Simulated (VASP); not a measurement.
Here is a VASP 6.6.1 calculation.

POSCAR

```
GaSb
1.0
    0.0000000000      3.0658787979      3.1271963739
    3.0658787979      0.0000000000      3.1271963739
    3.0658787979      3.0658787979      0.0000000000
Ga Sb
1 1
Direct
    0.0000000000      0.0000000000      0.0000000000
    0.2500000000      0.2500000000      0.2500000000
```

INCAR.step1

```
PREC = Accurate
ENCUT = 550
ISMEAR = -1
SIGMA = 0.02
LREAL = F
LASPH = T
NELM = 120
NBANDS = 21
GGA = PE
ALGO = Normal
EDIFF = 1E-5
LWAVE = T
LCHARG = F
GGA_COMPAT = F
```

Contents of INCAR.step2:

```
PREC = Accurate
ENCUT = 550
EDIFF = 1E-6
ISMEAR = -1
SIGMA = 0.02
LREAL = F
LASPH = T
NELM = 120
ALGO = Normal
ISIF = 2
LWAVE = F
LCHARG = F
METAGGA = R2SCAN
LMIXTAU = T
NBANDS = 21
ISTART = 1
GGA_COMPAT = F
```

The input KPOINTS:

```
Automatic mesh
0
Gamma
  8 8 8
```

Potentials or basis: VASP PAW PBE potentials, release 64 (Ga_d, Sb_d_GW).

Launch:

```console
$ cat potpaw_PBE.64/Ga_d/POTCAR potpaw_PBE.64/Sb_d_GW/POTCAR > POTCAR
$ cp INCAR.step1 INCAR
$ mpirun -np 1 vasp_std > vasp.out
$ cp INCAR.step2 INCAR
$ mpirun -np 1 vasp_std > vasp.out
```

Task: Predict the band gap on the k mesh.

Result: 0.20 eV.

Task: Estimate the pressure.

Result: -1.0 GPa.

Stress tensor (GPa, compression positive):
```
-0.68  0.00  0.00
 0.00 -0.68  0.00
 0.00  0.00 -1.68
```

Caveat: the cell differs from its parent crystal (uniaxial z strain +2.0%); semilocal functionals underestimate gaps, and a narrow one can read as zero; the PAW data sets were made with another functional, which shifts forces and pressure a little; spin-orbit coupling is left out, which moves the levels of the heavy elements. A k mesh can miss the band edges.
